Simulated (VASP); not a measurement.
# AlNi (WC type) (P-6m2) in VASP: a series of runs, part 2 of 2

VASP 6.6.1.

### 4 Relaxation of cell and atoms, PBE, target pressure 140 GPa, at which the enthalpy is minimised

The input, INCAR:

```
SYSTEM = AlNi
PREC = Accurate
ENCUT = 600
EDIFF = 1E-6
ISMEAR = -1
SIGMA = 0.05
LREAL = .FALSE.
LASPH = .TRUE.
NELM = 100
ALGO = Normal
ISIF = 3
LWAVE = .FALSE.
LCHARG = .FALSE.
GGA = PE
IBRION = 2
NSW = 32
EDIFFG = -0.005
PSTRESS = 1400.0
```

The input, KPOINTS:

```
Automatic mesh
0
G
  16 16 14
  0 0 0
```

The input, POSCAR:

```
AlNi
1.0
    2.3700701802      0.0000000000      0.0000000000
   -1.1850350901      2.0525409848      0.0000000000
    0.0000000000      0.0000000000      3.4498083463
Ni Al
1 1
Direct
    0.0000000000      0.0000000000      0.0000000000
    0.3333333333      0.6666666667      0.5000000000
```

Potentials or basis: VASP PAW PBE potentials, release 64 (Ni, Al).

The run is started by

```
$ cat potpaw_PBE.64/Ni/POTCAR potpaw_PBE.64/Al/POTCAR > POTCAR
$ mpirun -np 1 vasp_std > vasp.out
```

OUTCAR:

```text
SYSTEM = AlNi
   PREC = Accurate
   ENCUT = 600
   EDIFF = 1E-6
   ISMEAR = -1
   LREAL = .FALSE.
   LASPH = .TRUE.
   NELM = 100
   ISIF = 3
   GGA = PE
   IBRION = 2
   NSW = 32
   EDIFFG = -0.005
   PSTRESS = 1400.0

 ion  position               nearest neighbor table
   1  0.000  0.000  0.000-   2 2.20   2 2.20   2 2.20   2 2.20   2 2.20   2 2.20
   2  0.333  0.667  0.500-   1 2.20   1 2.20   1 2.20   1 2.20   1 2.20   1 2.20

  LATTYP: Found a hexagonal cell.
 ALAT       =     2.3700701802
 C/A-ratio  =     1.4555722337

  Lattice vectors:

 A1 = (   2.3700701802,   0.0000000000,   0.0000000000)
 A2 = (  -1.1850350901,   2.0525409848,   0.0000000000)
 A3 = (   0.0000000000,   0.0000000000,   3.4498083463)

Analysis of symmetry for initial positions (statically):
=====================================================================
 Subroutine PRICEL returns:
 Original cell was already a primitive cell.

 Routine SETGRP: Setting up the symmetry group for a
 hexagonal supercell.

 Subroutine GETGRP returns: Found 12 space group operations
 (whereof 12 operations were pure point group operations)
 out of a pool of 24 trial point group operations.

The static configuration has the point symmetry D_3h.

Analysis of symmetry for dynamics (positions and initial velocities):
=====================================================================
 Subroutine PRICEL returns:
 Original cell was already a primitive cell.

 Routine SETGRP: Setting up the symmetry group for a
 hexagonal supercell.

 Subroutine GETGRP returns: Found 12 space group operations
 (whereof 12 operations were pure point group operations)
 out of a pool of 24 trial point group operations.

The dynamic configuration has the point symmetry D_3h.

 Subroutine INISYM returns: Found 12 space group operations
 (whereof 12 operations are pure point group operations),
 and found     1 'primitive' translations

[... 120 lines left out ...]
   LHFCALC =     F    Hartree Fock is set to
   AEXX    =    0.0000 exact exchange contribution
   IVDW    =     0    specifies the selected vdW correction
   LEPSILON=     F    determine dielectric tensor
   LRPA    =     F    only Hartree local field effects (RPA)
 conjugate gradient relaxation of ions
 non-spin polarized calculation
  energy-cutoff  :      600.00
  volume of cell :       16.78
 maximum number of plane-waves:       577
 NGX is ok and might be reduce to    20
   NGX =  9   NGY =  9   NGZ = 13

--------------------------------------- Ionic step        1  -------------------------------------------

 number of electron      12.9999997 magnetization

 Free energy of the ion-electron system (eV)
  ---------------------------------------------------
  ext. energy  EPLUGINS =         0.00000000
  ---------------------------------------------------
  free energy    TOTEN  =        -7.61253281 eV

  energy without entropy =       -7.60755712  energy(sigma->0) =       -7.61004496

------------------------ aborting loop because EDIFF is reached ----------------------------------------

  FORCE on cell =-STRESS in cart. coord.  units (eV):
  Direction    XX          YY          ZZ          XY          YZ          ZX
  --------------------------------------------------------------------------------------
  -------------------------------------------------------------------------------------
  Total       14.6631328     14.6631328     14.6300078      0.0000000      0.0000000      0.0000000
  in kB     1399.8752588   1399.8752588   1396.7128460      0.0000000      0.0000000      0.0000000
  external PRESSURE =      -1.1788788 kB  Pullay stress =    1400.0000000 kB
[... 139 lines left out ...]
--------------------------------------- Ionic step        5  -------------------------------------------

 number of electron      12.9999998 magnetization

 Free energy of the ion-electron system (eV)
  ---------------------------------------------------
  ext. energy  EPLUGINS =         0.00000000
  ---------------------------------------------------
  free energy    TOTEN  =        -7.61041436 eV

  energy without entropy =       -7.60542309  energy(sigma->0) =       -7.60791872

 E-fermi :  15.4283     XC(G=0): -13.8746

 val. band max:       15.4177113347   @ k =   0.2500   0.1250   0.2143
 cond. band min:      15.4496452915   @ k =   0.1875   0.1875   0.2143
 fundamental gap:      0.0319339568
 Fermi energy:        15.4283379368

 k-point     1 :       0.0000    0.0000    0.0000
  band No.  band energies     occupation
      1       1.4052      2.00000
      2       9.3889      2.00000
      3      12.4641      2.00000
      4      12.4641      2.00000
      5      12.7479      2.00000
      6      13.3867      2.00000
      7      13.3867      2.00000
      8      19.0904      0.00000
      9      31.3464      0.00000
     10      31.3464      0.00000
[... 287 lines left out ...]
 k-point    24 :       0.2500    0.1875    0.0000
  band No.  band energies     occupation
      1       6.1180      2.00000
      2      10.5214      2.00000
      3      10.7473      2.00000
      4      11.1857      2.00000
      5      12.4315      2.00000
      6      14.5178      2.00000
      7      18.6000      0.00000
      8      19.4732      0.00000
      9      20.1223      0.00000
     10      24.4001      0.00000

 [... further k-points ...]
[... 5 lines left out ...]
  --------------------------------------------------------------------------------------
  -------------------------------------------------------------------------------------
  Total       14.6654230     14.6654230     14.6670634      0.0000000     -0.0000000      0.0000000
  in kB     1400.2968263   1400.2968263   1400.4534539      0.0000000     -0.0000000      0.0000000
  external PRESSURE =       0.3490355 kB  Pullay stress =    1400.0000000 kB
[... 21 lines left out ...]
  energy  without entropy=       -7.6054230884  energy(sigma->0) =       -7.60791872

  enthalpy is  TOTEN    =         7.0518999972 eV   P V=       14.6623143551

 reached required accuracy - stopping structural energy minimisation
```

It took 89 s on 1 thread of Intel Xeon Platinum 8488C (Sapphire Rapids), shared host; peak memory 0.18 GiB.

Results:

```
Free energy                                            : -7.6104 eV
Relaxed volume                                         : 8.39 Å³/atom
Relaxed cell                                           : a = 2.370 Å, b = 2.370 Å, c = 3.448 Å, α = 90.00°, β = 90.00°, γ = 120.00°
Space group after relaxing (to 0.05 Å)                 : P-6m2 (No. 187)
Energy change on relaxing (the enthalpy is what falls) : +1.1 meV/atom
Ionic steps                                            : 5
Pressure after relaxing                                : 140.0 GPa
```

The path:
```
step  energy change (eV)  largest force (eV/Å)  pressure (GPa)  volume (Å³)
   1              0.0000                0.0000          139.88        16.78
   2              0.0131                0.0000          140.56        16.77
   3              0.0041                0.0000          140.11        16.78
   4             -0.0004                0.0000          139.91        16.78
   5              0.0021                0.0000          140.03        16.78
```

Final structure:
```
Ni Al
1.0
     2.37039    0.00000    0.00000
    -1.18520    2.05282    0.00000
     0.00000    0.00000    3.44837
Ni Al
1 1
Direct
  0.00000 0.00000 0.00000
  0.33333 0.66667 0.50000
```

Caveat: the cell is relaxed towards a set pressure, so the enthalpy falls and the energy may rise. Spin polarisation is off, so any magnetic state and its effect on volume and gap are missing.

### 5 Relaxation of cell and atoms, PBE, target pressure 140 GPa, at which the enthalpy is minimised

This run uses another cell than the first one, of 8.89 Å³/atom, 1.059 times its volume.

The input, INCAR:

```
SYSTEM = AlNi
ALGO = Normal ; EDIFF = 1E-6
EDIFFG = -0.005 ; ENCUT = 600
GGA = PE ; IBRION = 2
ISIF = 3 ; ISMEAR = -1
LASPH = .TRUE. ; LCHARG = .FALSE.
LREAL = .FALSE. ; LWAVE = .FALSE.
NELM = 80 ; NSW = 60
PREC = Accurate ; PSTRESS = 1400.0
SIGMA = 0.05
```

The input, KPOINTS:

```
k-points
0
G
  16 16 14
  0 0 0
```

The input, POSCAR:

```
AlNi
1.0
    2.7566217906      0.0000000000      0.0000000000
   -1.3783108953      2.3873044993      0.0000000000
    0.0000000000      0.0000000000      2.7014893548
Ni Al
1 1
Direct
    0.0000000000      0.0000000000      0.0000000000
    0.3333333333      0.6666666667      0.5000000000
```

The run is started by

```
$ cat potpaw_PBE.64/Ni/POTCAR potpaw_PBE.64/Al/POTCAR > POTCAR
$ mpirun -np 1 vasp_std > vasp.out
```

Wall time 5.8 min (1 thread of Intel Xeon Platinum 8488C (Sapphire Rapids), shared host); peak memory 0.21 GiB.

Results (log left out):

```yaml
Free_energy: -7.6087 eV
Relaxed_volume: 8.39 Å³/atom
Relaxed_cell: a = 2.371 Å, b = 2.371 Å, c = 3.447 Å, α = 90.00°, β = 90.00°, γ = 120.00°
Space_group_after_relaxing_to_0.05_Å: P-6m2 (No. 187)
Energy_change_on_relaxing_the_enthalpy_is_what_falls: -282.9 meV/atom
Ionic_steps: 29
Pressure_after_relaxing: 140.1 GPa
```

The path:
| step | energy change (eV) | largest force (eV/Å) | pressure (GPa) | volume (Å³) |
| --- | --- | --- | --- | --- |
| 1 | 0.0000 | 0.0000 | 135.47 | 17.78 |
| 2 | 0.1612 | 0.0000 | 150.71 | 17.06 |
| 3 | 2.9508 | 0.0000 | 288.09 | 14.15 |
| 4 | 0.4477 | 0.0000 | 175.88 | 16.17 |
| 5 | 1.1949 | 0.0000 | 217.30 | 15.20 |
| 6 | 1.1210 | 0.0000 | 214.27 | 15.24 |
| 7 | 1.0082 | 0.0000 | 208.21 | 15.32 |
| 8 | 0.8137 | 0.0000 | 199.86 | 15.47 |
| 9 | 0.2712 | 0.0000 | 176.43 | 15.93 |
| 10 | -0.6466 | 0.0000 | 136.42 | 16.87 |
| 11 | -0.5752 | 0.0000 | 139.59 | 16.79 |
| 12 | -0.5488 | 0.0000 | 140.77 | 16.76 |
| 13 | -0.5485 | 0.0000 | 141.05 | 16.76 |
| 14 | -0.5478 | 0.0000 | 140.80 | 16.76 |
| 15 | -0.5463 | 0.0000 | 140.91 | 16.76 |
| 16 | -0.5509 | 0.0000 | 140.69 | 16.76 |
| 17 | -0.5645 | 0.0000 | 140.05 | 16.78 |
| 18 | -0.5681 | 0.0000 | 139.94 | 16.78 |
| 19 | -0.5701 | 0.0000 | 139.84 | 16.78 |
| 20 | -0.5693 | 0.0000 | 139.85 | 16.78 |
| 21 | -0.5687 | 0.0000 | 140.36 | 16.78 |
| 22 | -0.5701 | 0.0000 | 139.84 | 16.78 |
| 23 | -0.5706 | 0.0000 | 139.45 | 16.78 |
| 24 | -0.5704 | 0.0000 | 139.93 | 16.78 |
| 25 | -0.5700 | 0.0000 | 140.27 | 16.78 |
| 26 | -0.5692 | 0.0000 | 139.88 | 16.78 |
| 27 | -0.5676 | 0.0000 | 139.96 | 16.78 |
| 28 | -0.5643 | 0.0000 | 140.15 | 16.78 |
| 29 | -0.5658 | 0.0000 | 140.06 | 16.78 |

Final structure:
```
Ni Al
1.0
     2.37066    0.00000    0.00000
    -1.18533    2.05305    0.00000
     0.00000    0.00000    3.44747
Ni Al
1 1
Direct
  0.00000 0.00000 0.00000
  0.33333 0.66667 0.50000
```

Levels at points of the mesh, in eV from the Fermi level:
```tsv
k point	band 3	band 4	band 5	band 6	band 7	band 8	band 9	band 10
(0.00, 0.00, 0.00)	-2.97	-2.97	-2.68	-2.04	-2.04	3.67	15.91	15.91
(0.50, 0.00, 0.00)	-5.30	-4.90	-2.60	-0.67	1.04	4.96	6.93	10.35
(0.00, 0.00, 0.50)	-4.04	-2.97	-2.97	-2.15	-2.15	10.74	17.20	17.20
(0.50, 0.00, 0.50)	-4.05	-3.17	-2.72	-1.82	-0.67	2.26	4.18	12.55
```

Caveat: the cell is relaxed towards a set pressure, so the enthalpy falls and the energy may rise. Spin polarisation is off, so any magnetic state and its effect on volume and gap are missing.

### 6 The runs side by side

| task | cell | cutoff (eV) | gap on the mesh (eV) | pressure (GPa) |
| --- | --- | --- | --- | --- |
| single point | a = 2.370, b = 2.370, c = 3.450 Å, angles 90.0, 90.0, 120.0°, 2 atoms | 520 | none | 139.9 |
| single point | a = 2.369, b = 2.369, c = 3.448 Å, angles 90.0, 90.0, 120.0°, 2 atoms | 520 | none | 140.6 |
| relaxation of cell and atoms | relaxed to 140 GPa from a = 2.370, b = 2.370, c = 3.450 Å, angles 90.0, 90.0, 120.0°, 2 atoms | 600 | none | 140.0 |
| relaxation of cell and atoms | relaxed to 140 GPa from a = 2.757, b = 2.757, c = 2.701 Å, angles 90.0, 90.0, 120.0°, 2 atoms | 600 | none | 140.1 |

Alike in all rows: level PBE; potentials or basis VASP PAW PBE potentials, release 64 (Ni, Al); no spin polarisation; k mesh 16 × 16 × 14; smearing fermi-dirac 0.05 eV.

Caveats: the cell is relaxed towards a set pressure, so the enthalpy falls and the energy may rise (some runs).

Absolute energies hang on the potentials; compare differences alone.
